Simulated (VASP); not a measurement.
# LaAl3N4: single point with r2SCAN

Crystal: LaAl3N4.

```
La N Al
1.0
    -2.35998    2.35998    4.19135
     2.35998   -2.35998    4.19135
     2.35998    2.35998   -4.19135
La N Al
1 4 3
Cartesian
  0.0000 0.0000 0.0000
  0.0000 0.0000 6.0287
  2.3600 0.0000 0.0000
  0.0000 0.0000 2.3541
  0.0000 2.3600 0.0000
  2.3600 0.0000 2.0957
  0.0000 0.0000 4.1914
  0.0000 2.3600 2.0957
```

| Item | Value |
| --- | --- |
| Program | VASP 6.6.1 |
| Task | single point |
| Functional | r2SCAN |
| Potentials or basis | VASP PAW PBE potentials, release 64 (La, N, Al) |
| Cutoff | 660 eV |
| k mesh | 8 × 8 × 8 |
| Occupations | gaussian, width 0.01 eV |
| Spin | no spin polarisation |

| Item | Value |
| --- | --- |
| Pressure | -0.6 GPa |
| Largest force | 0.054 eV/Å |
| Band gap on the k mesh | 0.72 eV (least direct gap 0.78 eV) |

Forces on the atoms (eV/Å):
```
La   0.000  0.000  0.000
N    0.000  0.000  0.054
N    0.000  0.000  0.000
N    0.000  0.000 -0.054
N    0.000  0.000  0.000
Al   0.000  0.000  0.000
Al   0.000  0.000  0.000
Al   0.000  0.000  0.000
```

Stress tensor (GPa, compression positive):
```
-0.68  0.00  0.00
 0.00 -0.68  0.00
 0.00  0.00 -0.43
```

Levels at points of the mesh, in eV from the valence-band top:
| k point | band 17 | band 18 | band 19 | band 20 | band 21 | band 22 | band 23 | band 24 |
| --- | --- | --- | --- | --- | --- | --- | --- | --- |
| (0.00, 0.00, 0.00) | -1.16 | -1.16 | -0.06 | -0.06 | 0.72 | 2.16 | 4.78 | 4.83 |
| (0.50, 0.00, 0.00) | -2.30 | -2.28 | -1.35 | -0.05 | 3.72 | 3.85 | 4.49 | 4.79 |
| (0.50, 0.50, 0.00) | -2.27 | -2.26 | -1.91 | -1.81 | 2.85 | 4.32 | 4.56 | 4.93 |
| (0.50, 0.50, 0.50) | -2.21 | -2.21 | 0.00 | 0.00 | 1.22 | 2.62 | 2.62 | 3.17 |

It took 12 min on 1 thread of Intel(R) Xeon(R) 6975P-C (Granite Rapids), on a shared host, peak memory 0.53 GiB.

Caveat: semilocal functionals underestimate gaps, and a narrow one can read as zero; the PAW data sets were made with another functional, which shifts forces and pressure a little; spin-orbit coupling is left out, which moves the levels of the heavy elements. A k mesh can miss the band edges.
